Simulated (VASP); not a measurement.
# SiGe3 (P3m1) in VASP: single point with PBE

Aim: the single point of SiGe3 with PBE.

All numbers are computed with VASP 6.6.1; they aren't measurements. Logs are shortened: lines on timing, memory, paths and dates and some standing lists are left out, and cuts for length are marked.

## Step 1: The cell of the first run

The typed cell holds 4 atoms: a = 3.827 Å, b = 3.827 Å, c = 6.234 Å, α = 90.00°, β = 90.00°, γ = 120.00°.

The cell was built from a structure type or drawn by symmetry, and may not be a known phase.

## Step 2: Single point, PBE

Input file INCAR:

```
PREC = Accurate
ENCUT = 500
EDIFF = 1E-6
ISMEAR = 0
SIGMA = 0.2
LREAL = F
LASPH = T
NELM = 120
ALGO = Normal
ISIF = 2
LWAVE = F
LCHARG = F
GGA = PE
NBANDS = 31
GGA_COMPAT = F
```

Input file KPOINTS:

```
Automatic mesh
0
Gamma
  5 5 4
```

Input file POSCAR:

```
SiGe3
1.0
    3.8273461348      0.0000000025      0.0000000000
   -1.9136730696      3.3145789806      0.0000000000
    0.0000000000      0.0000000000      6.2339813482
Si Ge
1 3
Direct
    0.0000000000      0.0000000000      0.3868464858
    0.6666666667      0.3333333333      0.6224441357
    0.3333333333      0.6666666667      0.8871443386
    0.6666666667      0.3333333333      0.1506591700
```

Potentials or basis: VASP PAW PBE potentials, release 64 (Si, Ge_d).

Run with:

```bash
$ cat potpaw_PBE.64/Si/POTCAR potpaw_PBE.64/Ge_d/POTCAR > POTCAR
$ mpirun -np 1 vasp_std > vasp.out
```

OUTCAR:

```text
PREC = Accurate
   ENCUT = 500
   EDIFF = 1E-6
   ISMEAR = 0
   LREAL = F
   LASPH = T
   NELM = 120
   ISIF = 2
   GGA = PE

 ion  position               nearest neighbor table
   1  0.000  0.000  0.387-   2 2.65   2 2.65   2 2.65   4 2.66   4 2.66   4 2.66
   2  0.667  0.333  0.622-   1 2.65   1 2.65   1 2.65   3 2.76   3 2.76   3 2.76
   3  0.333  0.667  0.887-   4 2.75   4 2.75   4 2.75   2 2.76   2 2.76   2 2.76
   4  0.667  0.333  0.151-   1 2.66   1 2.66   1 2.66   3 2.75   3 2.75   3 2.75

  LATTYP: Found a hexagonal cell.
 ALAT       =     3.8273461348
 C/A-ratio  =     1.6287999906

  Lattice vectors:

 A1 = (   3.8273461348,   0.0000000025,   0.0000000000)
 A2 = (  -1.9136730696,   3.3145789806,   0.0000000000)
 A3 = (   0.0000000000,   0.0000000000,   6.2339813482)

Analysis of symmetry for initial positions (statically):
=====================================================================
 Subroutine PRICEL returns:
 Original cell was already a primitive cell.

 Routine SETGRP: Setting up the symmetry group for a
 hexagonal supercell.

 Subroutine GETGRP returns: Found  6 space group operations
 (whereof  6 operations were pure point group operations)
 out of a pool of 24 trial point group operations.

The static configuration has the point symmetry C_3v.

Analysis of symmetry for dynamics (positions and initial velocities):
=====================================================================
 Subroutine PRICEL returns:
 Original cell was already a primitive cell.

 Routine SETGRP: Setting up the symmetry group for a
 hexagonal supercell.

 Subroutine GETGRP returns: Found  6 space group operations
 (whereof  6 operations were pure point group operations)
 out of a pool of 24 trial point group operations.

The dynamic configuration has the point symmetry C_3v.

 Subroutine INISYM returns: Found  6 space group operations
 (whereof  6 operations are pure point group operations),
 and found     1 'primitive' translations

----------------------------------------------------------------------------------------

                                     Primitive cell

  volume of cell :      79.0845
[... 79 lines left out ...]
   ISPIN  =      1    spin polarized calculation?
   LNONCOLLINEAR =      F non collinear calculations
   LSORBIT =      F    spin-orbit coupling
   LASPH  =      T    aspherical Exc in radial PAW
   ENCUT  =  500.0 eV  36.75 Ry    6.06 a.u.   6.98  6.98 11.37*2*pi/ulx,y,z
   NELM   =    120;   NELMIN=  2; NELMDL= -5     # of ELM steps
   EDIFF  = 0.1E-05   stopping-criterion for ELM
   LREAL  =      F    real-space projection
   EDIFFG = 0.1E-04   stopping-criterion for IOM
   NSW    =      0    number of steps for IOM
   IBRION =     -1    ionic relax: 0-MD 1-quasi-New 2-CG
   NFREE  =      0    steps in history (QN), initial steepest desc. (CG)
   ISIF   =      2    stress and relaxation
   ISYM   =      2    0-nonsym 1-usesym 2-fastsym
   POTIM  = 0.5000    time-step for ionic-motion
   TEBEG  =    0.0;   TEEND  =   0.0 temperature during run
   PSTRESS=    0.0 pullay stress
   NELECT =      46.0000    total number of electrons
   NUPDOWN=      -1.0000    fix difference up-down
   EMIN   =  10.00;   EMAX   =-10.00  energy-range for DOS
   EFERMI =   0.00;   METHOD = LEGACY
   ISMEAR =     0;   SIGMA  =   0.20  broadening in eV -4-tet -1-fermi 0-gaus
   EFERMI_NEDOS =   21; number of points for ismear=-14 and -15
   IALGO  =     38    algorithm
   IMIX   =      4    mixing-type and parameters
     AMIX     =   0.40;   BMIX     =  1.00
     AMIX_MAG =   1.60;   BMIX_MAG =  1.00
  volume/ion in A,a.u.               =      19.77       133.42
  Fermi-wavevector in a.u.,A,eV,Ry     =   1.366565  2.582433 25.408872  1.867499
  Thomas-Fermi vector in A             =   2.492694
   LORBIT       =      0    0 simple, 1 ext, 2 COOP (PROOUT), +10 PAW based schemes
   GGA     = PE    functional components
   LHFCALC =     F    Hartree Fock is set to
   AEXX    =    0.0000 exact exchange contribution
   IVDW    =     0    specifies the selected vdW correction
   LEPSILON=     F    determine dielectric tensor
   LRPA    =     F    only Hartree local field effects (RPA)
 non-spin polarized calculation
 Gauss-broadening in eV      SIGMA  =   0.20
  energy-cutoff  :      500.00
  volume of cell :       79.08
 maximum number of plane-waves:      2025
 NGX is ok and might be reduce to    28
   NGX = 13   NGY = 13   NGZ = 23

 number of electron      46.0000019 magnetization

 Free energy of the ion-electron system (eV)
  ---------------------------------------------------
  ext. energy  EPLUGINS =         0.00000000
  ---------------------------------------------------
  free energy    TOTEN  =       -17.61253236 eV

  energy without entropy =      -17.58283105  energy(sigma->0) =      -17.59768170

 E-fermi :   6.1820     XC(G=0): -10.6221

 val. band max:        6.1083708302   @ k =   0.4000   0.0000   0.2500
 cond. band min:       6.3781824824   @ k =   0.2000  -0.0000   0.2500
 fundamental gap:      0.2698116522
 Fermi energy:         6.1819825530

 k-point     1 :       0.0000    0.0000    0.0000
  band No.  band energies     occupation
      1     -18.5316      2.00000
      2     -18.5316      2.00000
      3     -18.5204      2.00000
      4     -18.5204      2.00000
      5     -18.5086      2.00000
      6     -18.3842      2.00000
[... 567 lines left out ...]
     30      14.0449      0.00000
     31      14.6533      0.00000

------------------------ aborting loop because EDIFF is reached ----------------------------------------

  FORCE on cell =-STRESS in cart. coord.  units (eV):
  Direction    XX          YY          ZZ          XY          YZ          ZX
  --------------------------------------------------------------------------------------
  -------------------------------------------------------------------------------------
  Total       -0.0478040     -0.0478040      0.0343313      0.0000000     -0.0000000     -0.0000000
  in kB       -0.9684638     -0.9684638      0.6955185      0.0000000     -0.0000000     -0.0000000
  external PRESSURE =      -0.4138031 kB  Pullay stress =       0.0000000 kB

 VOLUME and BASIS-vectors are now :
 -----------------------------------------------------------------------------
  energy-cutoff  :      500.00
  volume of cell :       79.08
      direct lattice vectors                 reciprocal lattice vectors
     3.827346135  0.000000003  0.000000000     0.261277649  0.150848721  0.000000000
    -1.913673070  3.314578981  0.000000000    -0.000000000  0.301697442  0.000000000
     0.000000000  0.000000000  6.233981348     0.000000000  0.000000000  0.160411131

 POSITION                                       TOTAL-FORCE (eV/Angst)
 -----------------------------------------------------------------------------------
      0.00000      0.00000      2.41159        -0.000000      0.000000     -0.000691
      1.91367      1.10486      3.88031        -0.000000     -0.000000     -0.016833
     -0.00000      2.20972      5.53044         0.000000     -0.000000     -0.010305
      1.91367      1.10486      0.93921        -0.000000      0.000000      0.027829
 -----------------------------------------------------------------------------------
    total drift:                                0.000001     -0.000000     -0.000504

  FREE ENERGIE OF THE ION-ELECTRON SYSTEM (eV)
  ---------------------------------------------------
  free  energy   TOTEN  =       -17.6125323637 eV

  energy  without entropy=      -17.5828310459  energy(sigma->0) =      -17.59768170
```

Run time: 19 s. Hardware: 1 thread of Intel Xeon 6975P-C (Granite Rapids), shared host; peak memory 0.19 GiB.

What came out:

| Quantity | Value |
| --- | --- |
| Free energy | -17.6125 eV |
| Pressure | 0.0 GPa |
| Largest force | 0.028 eV/Å |
| Band gap on the k mesh | zero (bands 23 and 24 overlap by 2.56 eV) |

Forces in eV/Å, atoms in the order of the input:
```
Si   0.000  0.000 -0.001
Ge   0.000  0.000 -0.017
Ge   0.000  0.000 -0.010
Ge   0.000  0.000  0.028
```

Caveat: the k points lie up to 0.38 Å⁻¹ apart, too coarse for converged energies and pressures of a metal.
